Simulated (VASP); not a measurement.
Crystal: WS2.

```
W S
1.0
     3.18000    0.00000    0.00000
    -1.59000    2.75396    0.00000
     0.00000    0.00000   12.50000
W S
2 4
Cartesian
  0.0000 1.8360 3.1250
  1.5900 0.9180 9.3750
  0.0000 1.8360 7.7500
  1.5900 0.9180 1.5000
  0.0000 1.8360 11.0000
  1.5900 0.9180 4.7500
```

```yaml
Program: VASP 6.6.1
Task: relaxation of cell and atoms
Functional: PBE
Potentials_or_basis: VASP PAW PBE potentials, release 64 (W_sv, S)
Cutoff: 600 eV
k_mesh: 6 × 6 × 2
Occupations: gaussian, width 0.1 eV
Spin: no spin polarisation
```

At the start: pressure -3.7 GPa; volume 18.24 Å³/atom.

**Question.** How do energy, volume and symmetry change on relaxing?

**Answer.** Over 14 steps the energy falls by 32.1 meV/atom and the volume is 20.39 Å³/atom (+11.8 %); space group P6_3/mmc (No. 194, to 0.1 Å) before and after.

Step by step:
```csv
step,energy change (eV),largest force (eV/Å),pressure (GPa),volume (Å³)
1,0.0000,1.0540,-3.68,109.47
2,0.1936,1.4178,12.66,102.94
3,-0.0766,0.2852,1.35,107.11
4,-0.0767,0.2588,1.52,107.04
5,-0.0988,0.1659,0.38,108.84
6,-0.1007,0.1292,-0.04,109.54
7,-0.1182,0.1162,-0.07,110.47
8,-0.1554,0.0712,0.01,113.23
9,-0.1860,0.0649,0.82,118.69
10,-0.1881,0.1175,1.19,120.62
11,-0.1631,0.4919,-3.05,125.73
12,-0.1921,0.0505,-0.02,122.00
13,-0.1921,0.0471,0.00,121.97
14,-0.1925,0.0157,-0.08,122.34
```

Final structure:
```yaml
crystal:
  lattice:
    - [3.18944, 0.00000, 0.00000]
    - [-1.59472, 2.76214, 0.00000]
    - [0.00000, 0.00000, 13.88658]
  atoms:
    - { symbol: W, position: [0.33333, 0.66667, 0.25000] }
    - { symbol: W, position: [0.66667, 0.33333, 0.75000] }
    - { symbol: S, position: [0.33333, 0.66667, 0.63686] }
    - { symbol: S, position: [0.66667, 0.33333, 0.13686] }
    - { symbol: S, position: [0.33333, 0.66667, 0.86314] }
    - { symbol: S, position: [0.66667, 0.33333, 0.36314] }
```

Caveat: this functional lacks dispersion, which binds layers or chains, so the pressure and a relaxed spacing across them are unreliable.
